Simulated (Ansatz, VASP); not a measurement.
**HgTe: VASP beside Ansatz**

File POSCAR:

```
HgTe
1.0
    0.0000000000      3.0318330098      3.0318330098
    3.0318330098      0.0000000000      3.0318330098
    3.0318330098      3.0318330098      0.0000000000
Hg Te
1 1
Direct
    0.0000000000      0.0000000000      0.0000000000
    0.2500000000      0.2500000000      0.2500000000
```

Contents of INCAR.step1:

```
SYSTEM = HgTe
ALGO     = Normal         ! electronic algorithm
EDIFF    = 1E-4           ! SCF threshold, eV
ENCUT    = 520            ! plane-wave cutoff, eV
GGA      = PE             ! functional
ISMEAR   = 0              ! smearing method
LASPH    = .TRUE.         ! aspherical terms in the spheres
LCHARG   = .FALSE.        ! write CHGCAR
LREAL    = .FALSE.        ! projectors in reciprocal space
LWAVE    = .TRUE.         ! write WAVECAR
NBANDS   = 16             ! bands
NELM     = 60             ! most SCF steps
PREC     = Accurate       ! precision mode
SIGMA    = 0.05           ! smearing width, eV
```

INCAR.step2

```
SYSTEM = HgTe
ALGO     = Normal         ! electronic algorithm
EDIFF    = 1E-6           ! SCF threshold, eV
ENCUT    = 520            ! plane-wave cutoff, eV
ISIF     = 2              ! what is computed and relaxed
ISMEAR   = 0              ! smearing method
ISTART   = 1            
IVDW     = 12             ! dispersion correction
LASPH    = .TRUE.         ! aspherical terms in the spheres
LCHARG   = .FALSE.        ! write CHGCAR
LMIXTAU  = .TRUE.       
LREAL    = .FALSE.        ! projectors in reciprocal space
LWAVE    = .FALSE.        ! write WAVECAR
METAGGA  = R2SCAN         ! meta-GGA
NBANDS   = 16             ! bands
NELM     = 60             ! most SCF steps
PREC     = Accurate       ! precision mode
SIGMA    = 0.05           ! smearing width, eV
VDW_A1   = 0.49484001   
VDW_A2   = 5.73083694   
VDW_S6   = 1.0          
VDW_S8   = 0.78981345
```

The input KPOINTS:

```
k-points
0
G
  10 10 10
  0 0 0
```

Input for Ansatz:

```yaml
crystal:
  lattice:
    - [0.0, 3.0318330098, 3.0318330098]
    - [3.0318330098, 0.0, 3.0318330098]
    - [3.0318330098, 3.0318330098, 0.0]
  atoms:
    - { symbol: Hg, position: [0.0, 0.0, 0.0] }
    - { symbol: Te, position: [0.25, 0.25, 0.25] }
basis:
  ecutwfc: 500
  ecutrho_ratio: 4
kpoints:
  mp_grid: { grid: [10, 10, 10] }
hamiltonian:
  xc: r2scan
  dispersion: d3bj
scf:
  occupations: { method: gaussian, width: 0.05 }
output:
  forces: true
  stress: true
  eigenvalues: true
```

Alike in both runs: task single point; functional r2SCAN; dispersion D3(BJ); k mesh 10 × 10 × 10; occupations gaussian, width 0.05 eV; no spin polarisation.

```csv
,VASP,Ansatz
version,VASP 6.6.1,Ansatz 0.2.0
potentials or method,"VASP PAW PBE potentials, release 64 (Hg, Te), cutoff 520 eV","scalar-relativistic, plane waves, PAW"
valence electrons in the cell,18,36
```

|  | VASP | Ansatz | Ansatz less VASP |
| --- | --- | --- | --- |
| gap on the k mesh at the Fermi level (eV) | 0.14 | 0.13 | -0.010 |
| least direct gap on the mesh (eV) | 0.14 | 0.13 | -0.010 |
| pressure (GPa) | 16.9 | 16.7 | -0.19 |

VASP's potentials were made for PBE, not for r2SCAN. VASP's potentials hold 18 valence electrons a cell and Ansatz's 36, so a difference there can come from the potentials and not from the codes. Ansatz's warnings: dispersion damping borrowed.

Spin-orbit coupling is off throughout.
